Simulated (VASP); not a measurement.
Write the native input for VASP 6.6.1 that does the following.

- Task: single point
- Functional: PBE
- Potentials or basis: VASP PAW PBE potentials, release 64 (Al, N)
- Cutoff: 520 eV
- k mesh: 8 × 8 × 6
- Occupations: gaussian, width 0.05 eV
- Spin: no spin polarisation
- Dipole correction: no
- Further INCAR settings: ALGO = Normal; EDIFF = 1e-06; NBANDS = 16

The structure of AlN lies in POSCAR:

```
AlN
1.0
    0.0000000000     -2.0013268331     -2.0013268331
    0.0000000000      2.0013268331     -2.0013268331
    4.0026536662      0.0000000000      0.0000000000
Al N
2 2
Direct
    0.5000000000      0.5000000000      0.0000000000
    0.0000000000      0.0000000000      0.5000000000
    0.5000000000      0.5000000000      0.5000000000
    0.0000000000      1.0000000000      0.0000000000
```

These files were run (other wordings do the same):

INCAR

```
SYSTEM = AlN
PREC = Accurate
ENCUT = 520
EDIFF = 1E-6
ISMEAR = 0
SIGMA = 0.05
LREAL = .False.
LASPH = .True.
NELM = 100
ALGO = Normal
ISIF = 2
LWAVE = .False.
LCHARG = .False.
GGA = PE
NBANDS = 16
```

KPOINTS

```
Automatic mesh
0
Gamma
  8 8 6
  0 0 0
```

Potentials or basis: VASP PAW PBE potentials, release 64 (Al, N).

Run with:

```console
$ cat potpaw_PBE.64/Al/POTCAR potpaw_PBE.64/N/POTCAR > POTCAR
$ mpirun -np 1 vasp_std > vasp.out
```

Results of the run:

* Pressure: 13.7 GPa
* Band gap on the k mesh: 4.90 eV

Run time: 20 s on 1 thread of Intel(R) Xeon(R) Platinum 8259CL CPU @ 2.50GHz (Skylake/Cascade Lake), on a shared host, peak memory 0.15 GiB.
